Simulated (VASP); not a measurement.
Here is a VASP 6.6.1 calculation.

Contents of INCAR:

```
PREC = Accurate ; ENCUT = 520
EDIFF = 1E-6 ; ISMEAR = -1
SIGMA = 0.08 ; LREAL = F
LASPH = T ; NELM = 100
ALGO = Normal ; ISIF = 2
LWAVE = F ; LCHARG = T
GGA = PS ; LELF = T
LVHAR = T ; NBANDS = 12
```

File KPOINTS:

```
Automatic mesh
0
Gamma
  14 14 14
```

POSCAR

```
Zr
1.0
   -1.7919000000      1.8100000000      1.8100000000
    1.8100000000     -1.7919000000      1.8100000000
    1.8100000000      1.8100000000     -1.7919000000
Zr
1
Direct
    0.0000000000      0.0000000000      0.0000000000
```

Potentials or basis: VASP PAW PBE potentials, release 64 (Zr_sv).

Run with:

```sh
$ cat potpaw_PBE.64/Zr_sv/POTCAR > POTCAR
$ mpirun -np 1 vasp_std > vasp.out
```

Q: Predict the pressure.

A: -6.6 GPa.

Q: Predict the band gap on the k mesh.

A: Zero (bands 6 and 7 overlap by 1.65 eV).

Stress tensor (GPa, compression positive):
```
-6.63 -0.29 -0.29
-0.29 -6.63 -0.29
-0.29 -0.29 -6.63
```

Caveat: the cell differs from its parent crystal (equal xy, yz and zx shear strains of +1 %); the cell stands under tension; the PAW data sets were made with another functional, which shifts forces and pressure a little.
